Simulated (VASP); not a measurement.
# LiF (P6_3mc) in VASP: further runs, part 2 of 2

VASP 6.6.1. Earlier steps stand in the parts before.

## 3. Single point, LDA (volume 10.150 Å^3 an atom, c/a of the conventional cell 1.6529)

The input, INCAR:

```
SYSTEM = LiF
  ALGO = Normal
  EDIFF = 1E-7
  ENCUT = 520
  ISIF = 2
  ISMEAR = 0
  LASPH = .TRUE.
  LCHARG = .FALSE.
  LREAL = .FALSE.
  LWAVE = .FALSE.
  NBANDS = 18
  NELM = 80
  PREC = Accurate
  SIGMA = 0.05
```

The input, KPOINTS:

```
k-points
0
G
  9 9 6
  0 0 0
```

The input, POSCAR:

```
LiF
1.0
    3.0496472473      0.0000000000      0.0000000000
   -1.5248236236      2.6410719887      0.0000000000
    0.0000000000      0.0000000000      5.0407619350
Li F
2 2
Direct
    0.3333333333      0.6666666667      0.3839784076
    0.6666666667      0.3333333333      0.8839784076
    0.3333333333      0.6666666667      0.9910195924
    0.6666666667      0.3333333333      0.4910195924
```

Potentials or basis: VASP PAW LDA potentials, release 64 (Li_sv, F).

Command:

```console
$ cat potpaw_LDA.64/Li_sv/POTCAR potpaw_LDA.64/F/POTCAR > POTCAR
$ mpirun -np 1 vasp_std > vasp.out
```

OUTCAR:

```text
SYSTEM = LiF
   EDIFF = 1E-7
   ENCUT = 520
   ISIF = 2
   ISMEAR = 0
   LASPH = .TRUE.
   LREAL = .FALSE.
   NELM = 80
   PREC = Accurate

 ion  position               nearest neighbor table
   1  0.333  0.667  0.384-   4 1.84   4 1.84   4 1.84   3 1.98
   2  0.667  0.333  0.884-   3 1.84   3 1.84   3 1.84   4 1.98
   3  0.333  0.667  0.991-   2 1.84   2 1.84   2 1.84   1 1.98
   4  0.667  0.333  0.491-   1 1.84   1 1.84   1 1.84   2 1.98

  LATTYP: Found a hexagonal cell.
 ALAT       =     3.0496472473
 C/A-ratio  =     1.6529000000

  Lattice vectors:

 A1 = (   3.0496472473,   0.0000000000,   0.0000000000)
 A2 = (  -1.5248236236,   2.6410719887,   0.0000000000)
 A3 = (   0.0000000000,   0.0000000000,   5.0407619350)

Analysis of symmetry for initial positions (statically):
=====================================================================
 Subroutine PRICEL returns:
 Original cell was already a primitive cell.

 Routine SETGRP: Setting up the symmetry group for a
 hexagonal supercell.

 Subroutine GETGRP returns: Found 12 space group operations
 (whereof  6 operations were pure point group operations)
 out of a pool of 24 trial point group operations.

The static configuration has the point symmetry C_3v.
 The point group associated with its full space group is C_6v.

Analysis of symmetry for dynamics (positions and initial velocities):
=====================================================================
 Subroutine PRICEL returns:
 Original cell was already a primitive cell.

 Routine SETGRP: Setting up the symmetry group for a
 hexagonal supercell.

 Subroutine GETGRP returns: Found 12 space group operations
 (whereof  6 operations were pure point group operations)
 out of a pool of 24 trial point group operations.

The dynamic configuration has the point symmetry C_3v.
 The point group associated with its full space group is C_6v.

 Subroutine INISYM returns: Found 12 space group operations
 (whereof  6 operations are pure point group operations),
 and found     1 'primitive' translations

----------------------------------------------------------------------------------------

                                     Primitive cell

  volume of cell :      40.6000

  direct lattice vectors                    reciprocal lattice vectors
     3.049647247  0.000000000  0.000000000     0.327906777  0.189317066  0.000000000
    -1.524823624  2.641071989  0.000000000     0.000000000  0.378634132  0.000000000
     0.000000000  0.000000000  5.040761935     0.000000000  0.000000000  0.198382707

  length of vectors
     3.049647247  3.049647247  5.040761935     0.378634132  0.378634132  0.198382707

  position of ions in fractional coordinates (direct lattice)
     0.333333333  0.666666667  0.383978408
     0.666666667  0.333333333  0.883978408
     0.333333333  0.666666667  0.991019592
     0.666666667  0.333333333  0.491019592

  ion indices of the primitive-cell ions
   primitive index   ion index
                 1           1
                 2           2
                 3           3
                 4           4

----------------------------------------------------------------------------------------

 KPOINTS: k-points

Automatic generation of k-mesh.
 Grid dimensions read from file:
 generate k-points for:    9    9    6

 Generating k-lattice:

  Cartesian coordinates                     Fractional coordinates (reciprocal lattice)
     0.036434086  0.021035230  0.000000000     0.111111111 -0.000000000  0.000000000
     0.000000000  0.042070459  0.000000000     0.000000000  0.111111111  0.000000000
     0.000000000  0.000000000  0.033063785     0.000000000  0.000000000  0.166666667

  Length of vectors
     0.042070459  0.042070459  0.033063785

  Shift w.r.t. Gamma in fractional coordinates (k-lattice)
     0.000000000  0.000000000  0.000000000

 Subroutine IBZKPT returns following result:
 ===========================================

 Found     48 irreducible k-points:

 Following reciprocal coordinates:
            Coordinates               Weight
  0.000000  0.000000  0.000000      1.000000
  0.111111  0.000000  0.000000      6.000000
  0.222222 -0.000000  0.000000      6.000000
  0.333333  0.000000  0.000000      6.000000
  0.444444 -0.000000  0.000000      6.000000
  0.111111  0.111111  0.000000      6.000000
[... 16 lines left out ...]
  0.333333  0.222222  0.166667     24.000000
  0.333333  0.333333  0.166667      4.000000
 [... further k-points ...]
   k-points           NKPTS =     48   k-points in BZ     NKDIM =     48   number of bands    NBANDS=     18
   number of dos      NEDOS =    301   number of ions     NIONS =      4
   total plane-waves  NPLWV =  23040
   dimension x,y,z NGX =    24 NGY =   24 NGZ =   40
   dimension x,y,z NGXF=    48 NGYF=   48 NGZF=   80
   ions per type =               2   2
   NGX,Y,Z   is equivalent  to a cutoff of  13.08, 13.08, 13.19 a.u.
   NGXF,Y,Z  is equivalent  to a cutoff of  26.17, 26.17, 26.38 a.u.
 SYSTEM =  LiF
   PREC   = accura    normal or accurate (medium, high low for compatibility)
   ISTART =      0    job   : 0-new  1-cont  2-samecut
   ICHARG =      2    charge: 1-file 2-atom 10-const
   ISPIN  =      1    spin polarized calculation?
   LNONCOLLINEAR =      F non collinear calculations
   LSORBIT =      F    spin-orbit coupling
   LASPH  =      T    aspherical Exc in radial PAW
   ENCUT  =  520.0 eV  38.22 Ry    6.18 a.u.   5.67  5.67  9.37*2*pi/ulx,y,z
   NELM   =     80;   NELMIN=  2; NELMDL= -5     # of ELM steps
   EDIFF  = 0.1E-06   stopping-criterion for ELM
   LREAL  =      F    real-space projection
   EDIFFG = 0.1E-05   stopping-criterion for IOM
   NSW    =      0    number of steps for IOM
   IBRION =     -1    ionic relax: 0-MD 1-quasi-New 2-CG
   NFREE  =      0    steps in history (QN), initial steepest desc. (CG)
   ISIF   =      2    stress and relaxation
   ISYM   =      2    0-nonsym 1-usesym 2-fastsym
   POTIM  = 0.5000    time-step for ionic-motion
   TEBEG  =    0.0;   TEEND  =   0.0 temperature during run
   PSTRESS=    0.0 pullay stress
   NELECT =      20.0000    total number of electrons
   NUPDOWN=      -1.0000    fix difference up-down
   EMIN   =  10.00;   EMAX   =-10.00  energy-range for DOS
   EFERMI =   0.00;   METHOD = LEGACY
   ISMEAR =     0;   SIGMA  =   0.05  broadening in eV -4-tet -1-fermi 0-gaus
   EFERMI_NEDOS =   21; number of points for ismear=-14 and -15
   IALGO  =     38    algorithm
   IMIX   =      4    mixing-type and parameters
     AMIX     =   0.40;   BMIX     =  1.00
     AMIX_MAG =   1.60;   BMIX_MAG =  1.00
  volume/ion in A,a.u.               =      10.15        68.50
  Fermi-wavevector in a.u.,A,eV,Ry     =   1.292933  2.443290 22.744543  1.671677
  Thomas-Fermi vector in A             =   2.424610
   LORBIT       =      0    0 simple, 1 ext, 2 COOP (PROOUT), +10 PAW based schemes
   GGA     = CA    functional components
   LHFCALC =     F    Hartree Fock is set to
   AEXX    =    0.0000 exact exchange contribution
   IVDW    =     0    specifies the selected vdW correction
   LEPSILON=     F    determine dielectric tensor
   LRPA    =     F    only Hartree local field effects (RPA)
 non-spin polarized calculation
 Gauss-broadening in eV      SIGMA  =   0.05
  energy-cutoff  :      520.00
  volume of cell :       40.60
 maximum number of plane-waves:      1111
 NGX is ok and might be reduce to    24
   NGX = 11   NGY = 11   NGZ = 19

 number of electron      19.9999988 magnetization

 Free energy of the ion-electron system (eV)
  ---------------------------------------------------
  ext. energy  EPLUGINS =         0.00000000
  ---------------------------------------------------
  free energy    TOTEN  =       -20.72871211 eV

  energy without entropy =      -20.72871211  energy(sigma->0) =      -20.72871211

 E-fermi :  -2.6748     XC(G=0):  -9.4403

 val. band max:       -2.9123029480   @ k =   0.0000   0.0000   0.0000
 cond. band min:       4.4827769761   @ k =   0.0000   0.0000   0.0000
 fundamental gap:      7.3950799241
 Fermi energy:        -2.6747864475

 k-point     1 :       0.0000    0.0000    0.0000
  band No.  band energies     occupation
      1     -42.2239      2.00000
      2     -42.1885      2.00000
      3     -21.8555      2.00000
      4     -21.6443      2.00000
      5      -5.0583      2.00000
      6      -3.2766      2.00000
[... 10 lines left out ...]
     17      16.4215      0.00000
     18      16.4215      0.00000
[... 466 lines left out ...]
      2     -42.1726      2.00000
      3     -21.6433      2.00000
      4     -21.6433      2.00000
      5      -4.8909      2.00000
      6      -4.1084      2.00000
[... 10 lines left out ...]
     17      14.9954      0.00000
     18      17.7471      0.00000

 [... further k-points ...]
[... 5 lines left out ...]
  --------------------------------------------------------------------------------------
  -------------------------------------------------------------------------------------
  Total       -0.7685382     -0.7685382     -1.9389804     -0.0000000      0.0000000      0.0000000
  in kB      -30.3284351    -30.3284351    -76.5170055     -0.0000000      0.0000000      0.0000000
  external PRESSURE =     -45.7246252 kB  Pullay stress =       0.0000000 kB

 VOLUME and BASIS-vectors are now :
 -----------------------------------------------------------------------------
  energy-cutoff  :      520.00
  volume of cell :       40.60
      direct lattice vectors                 reciprocal lattice vectors
     3.049647247  0.000000000  0.000000000     0.327906777  0.189317066  0.000000000
    -1.524823624  2.641071989  0.000000000     0.000000000  0.378634132  0.000000000
     0.000000000  0.000000000  5.040761935     0.000000000  0.000000000  0.198382707

 POSITION                                       TOTAL-FORCE (eV/Angst)
 -----------------------------------------------------------------------------------
     -0.00000      1.76071      1.93554        -0.000000     -0.000000     -0.178901
      1.52482      0.88036      4.45592         0.000000     -0.000000     -0.178901
     -0.00000      1.76071      4.99549         0.000000     -0.000000      0.178901
      1.52482      0.88036      2.47511         0.000000      0.000000      0.178901
 -----------------------------------------------------------------------------------
    total drift:                                0.000000      0.000001     -0.001429

  FREE ENERGIE OF THE ION-ELECTRON SYSTEM (eV)
  ---------------------------------------------------
  free  energy   TOTEN  =       -20.7287121150 eV

  energy  without entropy=      -20.7287121150  energy(sigma->0) =      -20.72871211
```

Run time: 20 s. Hardware: 1 thread of Intel Xeon Platinum 8259CL at 2.50GHz (Skylake/Cascade Lake), shared host; peak memory 0.15 GiB.

What came out:

| Property | Result |
| --- | --- |
| Free energy | -20.7287 eV |
| Largest force | 0.179 eV/Å |
| Band gap on the k mesh | 7.40 eV, direct |

Forces on the atoms (eV/Å):
```
Li   0.000  0.000 -0.179
Li   0.000  0.000 -0.179
F    0.000  0.000  0.179
F    0.000  0.000  0.179
```

Levels at points of the mesh, in eV from the valence-band top:
```
           k point  band 7  band 8  band 9  band 10  band 11  band 12  band 13  band 14
(0.00, 0.00, 0.00)   -0.36   -0.11   -0.11     0.00     7.40    11.31    14.54    18.40
(0.00, 0.00, 0.50)   -0.24   -0.24   -0.24    -0.24     9.02     9.02    16.62    16.62
```

Caveat: the cutoff is under 1.25 times the usual one of these potentials, so pressure, stress and relaxed cells hold a basis-set (Pulay) error. A k mesh can miss the band edges.

## 4. Single point, LDA (volume 10.150 Å^3 an atom, c/a of the conventional cell 1.7346)

The input, INCAR:

```
SYSTEM = LiF
PREC = Accurate ; ENCUT = 520
EDIFF = 1E-7 ; ISMEAR = 0
SIGMA = 0.05 ; LREAL = .False.
LASPH = .True. ; NELM = 60
ALGO = Normal ; ISIF = 2
LWAVE = .False. ; LCHARG = .False.
GGA = CA ; NBANDS = 18
```

The input, KPOINTS:

```
Automatic mesh
0
Gamma
  9 9 6
  0 0 0
```

The input, POSCAR:

```
LiF
1.0
    3.0009955627      0.0000000000      0.0000000000
   -1.5004977814      2.5989383940      0.0000000000
    0.0000000000      0.0000000000      5.2055269031
Li F
2 2
Direct
    0.3333333333      0.6666666667      0.3839784076
    0.6666666667      0.3333333333      0.8839784076
    0.3333333333      0.6666666667      0.9910195924
    0.6666666667      0.3333333333      0.4910195924
```

Potentials or basis: VASP PAW LDA potentials, release 64 (Li_sv, F).

Command:

```console
$ cat potpaw_LDA.64/Li_sv/POTCAR potpaw_LDA.64/F/POTCAR > POTCAR
$ mpirun -np 1 vasp_std > vasp.out
```

OUTCAR:

```text
SYSTEM = LiF
   PREC = Accurate
   ENCUT = 520
   EDIFF = 1E-7
   ISMEAR = 0
   LREAL = .False.
   LASPH = .True.
   NELM = 60
   ISIF = 2
   GGA = CA

 ion  position               nearest neighbor table
   1  0.333  0.667  0.384-   4 1.82   4 1.82   4 1.82   3 2.05
   2  0.667  0.333  0.884-   3 1.82   3 1.82   3 1.82   4 2.05
   3  0.333  0.667  0.991-   2 1.82   2 1.82   2 1.82   1 2.05
   4  0.667  0.333  0.491-   1 1.82   1 1.82   1 1.82   2 2.05

  LATTYP: Found a hexagonal cell.
 ALAT       =     3.0009955627
 C/A-ratio  =     1.7346000000

  Lattice vectors:

 A1 = (   3.0009955627,   0.0000000000,   0.0000000000)
 A2 = (  -1.5004977814,   2.5989383940,   0.0000000000)
 A3 = (   0.0000000000,   0.0000000000,   5.2055269031)

Analysis of symmetry for initial positions (statically):
=====================================================================
 Subroutine PRICEL returns:
 Original cell was already a primitive cell.

 Routine SETGRP: Setting up the symmetry group for a
 hexagonal supercell.

 Subroutine GETGRP returns: Found 12 space group operations
[... 167 lines left out ...]
  ---------------------------------------------------
  free energy    TOTEN  =       -20.67808728 eV

  energy without entropy =      -20.67808728  energy(sigma->0) =      -20.67808728

 E-fermi :  -2.7740     XC(G=0):  -9.4326

 val. band max:       -2.9854836543   @ k =   0.0000   0.0000   0.0000
 cond. band min:       4.4443449010   @ k =   0.0000   0.0000   0.0000
 fundamental gap:      7.4298285552
 Fermi energy:        -2.7739910027

 k-point     1 :       0.0000    0.0000    0.0000
  band No.  band energies     occupation
      1     -42.2149      2.00000
      2     -42.1856      2.00000
      3     -21.8587      2.00000
      4     -21.6791      2.00000
      5      -5.0468      2.00000
      6      -3.2030      2.00000
[... 481 lines left out ...]
      5      -4.8935      2.00000
      6      -4.2153      2.00000
[... 10 lines left out ...]
     17      14.9651      0.00000
     18      17.9014      0.00000

 [... further k-points ...]
[... 5 lines left out ...]
  --------------------------------------------------------------------------------------
  -------------------------------------------------------------------------------------
  Total       -0.3071442     -0.3071442     -2.2782218      0.0000000      0.0000000      0.0000000
  in kB      -12.1206780    -12.1206780    -89.9043175      0.0000000      0.0000000      0.0000000
  external PRESSURE =     -38.0485578 kB  Pullay stress =       0.0000000 kB

 VOLUME and BASIS-vectors are now :
 -----------------------------------------------------------------------------
  energy-cutoff  :      520.00
  volume of cell :       40.60
      direct lattice vectors                 reciprocal lattice vectors
     3.000995563  0.000000000  0.000000000     0.333222752  0.192386246  0.000000000
    -1.500497781  2.598938394  0.000000000     0.000000000  0.384772491  0.000000000
     0.000000000  0.000000000  5.205526903     0.000000000  0.000000000  0.192103512

 POSITION                                       TOTAL-FORCE (eV/Angst)
 -----------------------------------------------------------------------------------
     -0.00000      1.73263      1.99881         0.000000      0.000000     -0.237737
      1.50050      0.86631      4.60157        -0.000000     -0.000000     -0.237737
     -0.00000      1.73263      5.15878         0.000000     -0.000000      0.237737
      1.50050      0.86631      2.55602        -0.000000      0.000000      0.237737
 -----------------------------------------------------------------------------------
    total drift:                                0.000000     -0.000000     -0.001252

  FREE ENERGIE OF THE ION-ELECTRON SYSTEM (eV)
  ---------------------------------------------------
  free  energy   TOTEN  =       -20.6780872843 eV

  energy  without entropy=      -20.6780872843  energy(sigma->0) =      -20.67808728
```

stdout:

```text
POSCAR found type information on POSCAR LiF
 POSCAR found :  2 types and       4 ions
 scaLAPACK will be used
 LDA part: xc-table for (Slater(with rela. corr.)+CA(PZ))
 , standard interpolation
 POSCAR, INCAR and KPOINTS ok, starting setup
 FFT: planning ... GRIDC
 FFT: planning ... GRID_SOFT
 FFT: planning ... GRID
 WAVECAR not read
 entering main loop
```

Wall time 20 s (1 thread of Intel Xeon Platinum 8259CL at 2.50GHz (Skylake/Cascade Lake), shared host); peak memory 0.15 GiB.

Results:

- Free energy: -20.6781 eV
- Largest force: 0.238 eV/Å
- Band gap on the k mesh: 7.43 eV, direct

Forces in eV/Å, atoms in the order of the input:
```
Li   0.000  0.000 -0.238
Li   0.000  0.000 -0.238
F    0.000  0.000  0.238
F    0.000  0.000  0.238
```

Caveat: the cutoff is under 1.25 times the usual one of these potentials, so pressure, stress and relaxed cells hold a basis-set (Pulay) error.

## 5. Summary

```csv
cell,gap on the mesh (eV),largest force (eV/Å)
"a = 3.149, b = 3.149, c = 4.727 Å, angles 90.0, 90.0, 120.0°, 4 atoms",7.31,0.06
"a = 3.050, b = 3.050, c = 5.041 Å, angles 90.0, 90.0, 120.0°, 4 atoms",7.40,0.18
"a = 3.001, b = 3.001, c = 5.206 Å, angles 90.0, 90.0, 120.0°, 4 atoms",7.43,0.24
```

Alike in all rows: task single point; level LDA; potentials or basis VASP PAW LDA potentials, release 64 (Li_sv, F); no spin polarisation; k mesh 9 × 9 × 6; cutoff (eV) 520; smearing gaussian 0.05 eV.

Caveats: the cutoff is under 1.25 times the usual one of these potentials, so pressure, stress and relaxed cells hold a basis-set (Pulay) error.

Total energies depend on the potentials used, so only differences within one code and one set of settings carry meaning.
